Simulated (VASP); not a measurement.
Set up this calculation in VASP 6.6.1, as the native input.

| Item | Value |
| --- | --- |
| Task | single point |
| Functional | PBE |
| Potentials or basis | VASP PAW PBE potentials, release 64 (Al, N) |
| Cutoff | 520 eV |
| k mesh | 12 × 12 × 8 |
| Occupations | gaussian, width 0.05 eV |
| Spin | no spin polarisation |
| Dipole correction | no |
| Further INCAR settings | ALGO = Normal; EDIFF = 1e-06; NBANDS = 16 |

The structure of AlN lies in POSCAR:

```
AlN
1.0
    3.1374620401      0.0000000000      0.0000000000
   -1.5687310200      2.7171218302      0.0000000000
    0.0000000000      0.0000000000      3.9667454211
Al N
2 2
Direct
    0.3333333300      0.6666666700      0.7500000000
    0.6666666700      0.3333333300      0.2500000000
    0.3333333300      0.6666666700      0.2500000000
    0.6666666700      0.3333333300      0.7500000000
```

These files were run (other wordings do the same):

INCAR

```
PREC = Accurate
ENCUT = 520
EDIFF = 1E-6
ISMEAR = 0
SIGMA = 0.05
LREAL = F
LASPH = T
NELM = 80
ALGO = Normal
ISIF = 2
LWAVE = F
LCHARG = F
GGA = PE
NBANDS = 16
```

KPOINTS

```
Automatic mesh
0
Gamma
  12 12 8
```

Potentials or basis: VASP PAW PBE potentials, release 64 (Al, N).

Run with:

```bash
$ cat potpaw_PBE.64/Al/POTCAR potpaw_PBE.64/N/POTCAR > POTCAR
$ mpirun -np 1 vasp_std > vasp.out
```

It gave:

The pressure is 46.4 GPa and the band gap on the k mesh is 4.33 eV, indirect (least direct gap 4.48 eV).

Run time: 91 s on 1 thread of AMD EPYC 7R13 (shared host), peak memory 0.14 GiB.
